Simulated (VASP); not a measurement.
**Ag: single point with PBEsol**

Ag:

```
Ag
1.0
    -1.65565    1.65565    1.65565
     1.65565   -1.65565    1.65565
     1.65565    1.65565   -1.65565
Ag
1
Cartesian
  0.0000 0.0000 0.0000
```

* Program: VASP 6.6.1
* Task: single point
* Functional: PBEsol
* Potentials or basis: VASP PAW PBE potentials, release 64 (Ag)
* Cutoff: 520 eV
* k mesh: 8 × 8 × 8
* Occupations: fermi-dirac, width 0.05 eV
* Spin: no spin polarisation
* Dipole correction: no
* Further INCAR settings: ALGO = Normal; EDIFF = 1e-06; NBANDS = 12

```json
{
  "Pressure": "-7.4 GPa"
}
```

Levels at points of the mesh, in eV from the Fermi level:
```
           k point  band 3  band 4  band 5  band 6  band 7  band 8
(0.00, 0.00, 0.00)   -4.80   -4.80   -3.59   -3.59   17.58   17.58
(0.50, 0.00, 0.00)   -3.64   -3.48   -2.68   -0.11    3.65   12.94
(0.50, 0.50, 0.50)   -2.90   -2.90   -2.90    6.54    6.54    6.54
```

Wall time 4 s on 1 thread of Intel(R) Xeon(R) Platinum 8559C (Emerald Rapids) (shared host), peak memory 0.13 GiB.

Caveat: the PAW data sets were made with another functional, which shifts forces and pressure a little.
